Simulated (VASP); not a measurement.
# Eu (Im-3m) in VASP: a series of runs, part 3 of 3

VASP 6.6.1.

**5. Single point, PBE, collinear spin, ferromagnetic start (48.47 Å³/atom)**

This run uses another cell than the first one, of 48.47 Å³/atom.

Contents of INCAR:

```
SYSTEM = Eu
PREC = Accurate
ENCUT = 520
EDIFF = 1E-7
ISMEAR = 0
SIGMA = 0.05
LREAL = .False.
LASPH = .True.
NELM = 150
ALGO = Normal
ISIF = 2
LWAVE = .False.
LCHARG = .True.
ISPIN = 2
MAGMOM = 7.79
LORBIT = 11
LMAXMIX = 6
GGA = PE
LELF = .True.
LVHAR = .True.
NBANDS = 18
```

Contents of KPOINTS:

```
Automatic mesh
0
Gamma
  14 14 14
  0 0 0
```

Contents of POSCAR:

```
Eu
1.0
   -2.2968418072      2.2968418072      2.2968418072
    2.2968418072     -2.2968418072      2.2968418072
    2.2968418072      2.2968418072     -2.2968418072
Eu
1
Direct
    0.0000000000      0.0000000000      0.0000000000
```

Potentials or basis: VASP PAW PBE potentials, release 64 (Eu).

The run is started by

```bash
$ cat potpaw_PBE.64/Eu/POTCAR > POTCAR
$ mpirun -np 1 vasp_std > vasp.out
```

OUTCAR:

```text
SYSTEM = Eu
   PREC = Accurate
   ENCUT = 520
   EDIFF = 1E-7
   ISMEAR = 0
   LREAL = .False.
   LASPH = .True.
   NELM = 150
   ISIF = 2
   ISPIN = 2
   LORBIT = 11
   GGA = PE

 ion  position               nearest neighbor table
   1  0.000  0.000  0.000-

  LATTYP: Found a body centered cubic cell.
 ALAT       =     4.5936836144

  Lattice vectors:

 A1 = (  -2.2968418072,   2.2968418072,   2.2968418072)
 A2 = (   2.2968418072,  -2.2968418072,   2.2968418072)
 A3 = (   2.2968418072,   2.2968418072,  -2.2968418072)

Analysis of symmetry for initial positions (statically):
=====================================================================
 Subroutine PRICEL returns:
 Original cell was already a primitive cell.

 Routine SETGRP: Setting up the symmetry group for a
 body centered cubic supercell.

 Subroutine GETGRP returns: Found 48 space group operations
 (whereof 48 operations were pure point group operations)
 out of a pool of 48 trial point group operations.

The static configuration has the point symmetry O_h .

Analysis of symmetry for dynamics (positions and initial velocities):
=====================================================================
 Subroutine PRICEL returns:
 Original cell was already a primitive cell.

 Routine SETGRP: Setting up the symmetry group for a
 body centered cubic supercell.

 Subroutine GETGRP returns: Found 48 space group operations
 (whereof 48 operations were pure point group operations)
 out of a pool of 48 trial point group operations.

The dynamic configuration has the point symmetry O_h .

Analysis of structural, dynamic, and magnetic symmetry:
=====================================================================
 Subroutine PRICEL returns:
 Original cell was already a primitive cell.

 Routine SETGRP: Setting up the symmetry group for a
 body centered cubic supercell.

 Subroutine GETGRP returns: Found 48 space group operations
 (whereof 48 operations were pure point group operations)
[... 133 lines left out ...]
  energy-cutoff  :      520.00
  volume of cell :       48.47
 maximum number of plane-waves:      1322
 NGX is ok and might be reduce to    30
   NGX = 15   NGY = 15   NGZ = 15

 number of electron      17.0000008 magnetization       7.3193395

 Free energy of the ion-electron system (eV)
  ---------------------------------------------------
  ext. energy  EPLUGINS =         0.00000000
  ---------------------------------------------------
  free energy    TOTEN  =       -11.39874897 eV

  energy without entropy =      -11.39673900  energy(sigma->0) =      -11.39774399

 E-fermi :   1.6395     XC(G=0):  -8.2767

 val. band max:        1.6062388351   @ k =  -0.4286   0.4286   0.2857
 cond. band min:       1.6453737337   @ k =   0.2857   0.2857   0.0714
 fundamental gap:      0.0391348986
 Fermi energy:         1.6394883814

 spin component 1

 k-point     1 :       0.0000    0.0000    0.0000
  band No.  band energies     occupation
      1     -40.1445      1.00000
      2     -18.7914      1.00000
      3     -18.7914      1.00000
      4     -18.7914      1.00000
      5      -2.5459      1.00000
      6       1.1146      1.00000
[... 493 lines left out ...]
     17       6.1196      0.00000
     18       7.8048      0.00000

 [... further k-points ...]

 spin component 2

 k-point     1 :       0.0000    0.0000    0.0000
  band No.  band energies     occupation
      1     -36.9995      1.00000
      2     -16.4621      1.00000
      3     -16.4621      1.00000
      4     -16.4621      1.00000
      5      -1.8558      1.00000
      6       4.2519      0.00000
[... 493 lines left out ...]
     17       7.4455      0.00000
     18       9.0782      0.00000

 [... further k-points ...]

------------------------ aborting loop because EDIFF is reached ----------------------------------------

  FORCE on cell =-STRESS in cart. coord.  units (eV):
  Direction    XX          YY          ZZ          XY          YZ          ZX
  --------------------------------------------------------------------------------------
  -------------------------------------------------------------------------------------
  Total       -0.5316424     -0.5316424     -0.5316424     -0.0000000      0.0000000     -0.0000000
  in kB      -17.5742556    -17.5742556    -17.5742556     -0.0000000      0.0000000     -0.0000000
  external PRESSURE =     -17.5742556 kB  Pullay stress =       0.0000000 kB

 VOLUME and BASIS-vectors are now :
 -----------------------------------------------------------------------------
  energy-cutoff  :      520.00
  volume of cell :       48.47
      direct lattice vectors                 reciprocal lattice vectors
    -2.296841807  2.296841807  2.296841807     0.000000000  0.217690221  0.217690221
     2.296841807 -2.296841807  2.296841807     0.217690221  0.000000000  0.217690221
     2.296841807  2.296841807 -2.296841807     0.217690221  0.217690221  0.000000000

 POSITION                                       TOTAL-FORCE (eV/Angst)
 -----------------------------------------------------------------------------------
      0.00000      0.00000      0.00000        -0.000000      0.000000     -0.000000
 -----------------------------------------------------------------------------------
    total drift:                               -0.000000     -0.000000      0.000000

  FREE ENERGIE OF THE ION-ELECTRON SYSTEM (eV)
  ---------------------------------------------------
  free  energy   TOTEN  =       -11.3987489692 eV

  energy  without entropy=      -11.3967390008  energy(sigma->0) =      -11.39774399

 total charge

# of ion       s       p       d       f       tot
--------------------------------------------------
    1        2.079   5.719   0.234   6.685  14.718

 magnetization (x)

# of ion       s       p       d       f       tot
--------------------------------------------------
    1       -0.005  -0.099   0.115   6.683   6.694
```

OSZICAR:

```text
N       E                     dE             d eps       ncg     rms          rms(c)
DAV:   1     0.111627911297E+03    0.11163E+03   -0.65011E+03  8938   0.394E+03
DAV:   2     0.969991803434E+01   -0.10193E+03   -0.89795E+02  9638   0.275E+02
[... 11 lines left out ...]
DAV:  14    -0.113987236676E+02   -0.25503E-03   -0.49857E-04 12832   0.159E-01    0.344E-01
DAV:  15    -0.113987408758E+02   -0.17208E-04   -0.11989E-04 11812   0.173E-01    0.747E-02
DAV:  16    -0.113987473050E+02   -0.64292E-05   -0.31526E-05 10994   0.687E-02    0.805E-02
DAV:  17    -0.113987490539E+02   -0.17489E-05   -0.94980E-06 13062   0.519E-02    0.168E-02
DAV:  18    -0.113987490320E+02    0.21831E-07   -0.11829E-06 13332   0.140E-02    0.117E-02
DAV:  19    -0.113987489692E+02    0.62855E-07   -0.34760E-07 10152   0.129E-02
   1 F= -.11398749E+02 E0= -.11397744E+02  d E =-.200997E-02  mag=     7.3193
```

stdout:

```text
POSCAR found type information on POSCAR Eu
 POSCAR found :  1 types and       1 ions
 scaLAPACK will be used
 LDA part: xc-table for (Slater+PW92), standard interpolation
 POSCAR, INCAR and KPOINTS ok, starting setup
 FFT: planning ... GRIDC
 FFT: planning ... GRID_SOFT
 FFT: planning ... GRID
 WAVECAR not read
 entering main loop
```

It took 2.5 min on 1 thread of Intel Xeon 6975P-C (Granite Rapids), shared host; peak memory 0.3 GiB.

What came out:

```
Free energy                                           : -11.3987 eV
Pressure                                              : -1.8 GPa
Net moment                                            : 7.32 μB per cell
Site moments                                          : Eu +6.69 μB
Valence electrons inside the program's atomic spheres : Eu 14.72
```

Caveat: spin-orbit coupling is left out, which moves the levels of the heavy elements; semilocal functionals describe open f shells poorly, which spoils levels, moments and volumes. The state reached can hang on the start; a lower one may exist.

**6. Single point, PBE**

Contents of INCAR:

```
SYSTEM = Eu
ALGO = All
EDIFF = 1E-6
ENCUT = 690
GGA = PE
GGA_COMPAT = .FALSE.
ISEARCH = 1
ISIF = 2
ISMEAR = 0
KPAR = 4
LASPH = .TRUE.
LCHARG = .FALSE.
LMAXMIX = 6
LREAL = .FALSE.
LWAVE = .FALSE.
NBANDS = 14
NELM = 300
PREC = Accurate
SIGMA = 0.05
```

Contents of KPOINTS:

```
k-points
0
G
  14 14 14
  0 0 0
```

Contents of POSCAR:

```
Eu
1.0
   -2.1910580101      2.1910580101      2.1910580101
    2.1910580101     -2.1910580101      2.1910580101
    2.1910580101      2.1910580101     -2.1910580101
Eu
1
Direct
    0.0000000000      0.0000000000      0.0000000000
```

Potentials or basis: VASP PAW PBE potentials, release 64 (Eu).

The run is started by

```bash
$ cat potpaw_PBE.64/Eu/POTCAR > POTCAR
$ mpirun -np 4 vasp_std > vasp.out
```

Wall time 4.4 min (4 MPI ranks of Intel Xeon Platinum 8259CL at 2.50GHz (Skylake/Cascade Lake), shared host); peak memory 0.36 GiB.

Results (log left out):

| Item | Value |
| --- | --- |
| Free energy | -4.1223 eV |
| Pressure | -4.2 GPa |
| Band gap on the k mesh | zero (an odd number of electrons rules out a gap without spin polarisation) |

Levels at points of the mesh, in eV from the Fermi level:
```
           k point  band 6  band 7  band 8  band 9  band 10  band 11
(0.00, 0.00, 0.00)   -0.24   -0.24   -0.24    0.11     0.11     0.11
(0.50, 0.00, 0.00)   -0.20   -0.16   -0.09    0.02     0.07     0.07
(0.50, 0.50, 0.50)   -0.79   -0.04   -0.04   -0.04    -0.01    -0.01
```

Caveat: the cell stands under tension; spin-orbit coupling is left out, which moves the levels of the heavy elements; semilocal functionals describe open f shells poorly, which spoils levels, moments and volumes.

**7. Overview**

| spin | cell | cutoff (eV) | second try | gap on the mesh (eV) | pressure (GPa) | moment (μB) |
| --- | --- | --- | --- | --- | --- | --- |
| collinear, ferromagnetic start | a = 3.795 Å, angles 109.5°, 1 atom | 520 | - | none | -0.3 | 7.23 |
| collinear, ferromagnetic start | a = 3.799 Å, angles 109.5°, 1 atom | 520 | - | none | -0.3 | 7.23 |
| collinear, ferromagnetic start | a = 3.978 Å, angles 109.5°, 1 atom | 520 | - | none | -1.8 | 7.32 |
| off | a = 3.795 Å, angles 109.5°, 1 atom | 690 | not_converged | none | -4.2 | - |

Alike in all rows: task single point; level PBE; potentials or basis VASP PAW PBE potentials, release 64 (Eu); k mesh 14 × 14 × 14; smearing gaussian 0.05 eV.

Caveats: spin-orbit coupling is left out, which moves the levels of the heavy elements; semilocal functionals describe open f shells poorly, which spoils levels, moments and volumes; the cell stands under tension (at least some runs).

Total energies depend on the potentials used, so only differences within one code and one set of settings carry meaning.

The gap in the log of VASP goes by the Fermi energy; the results here count the filled bands.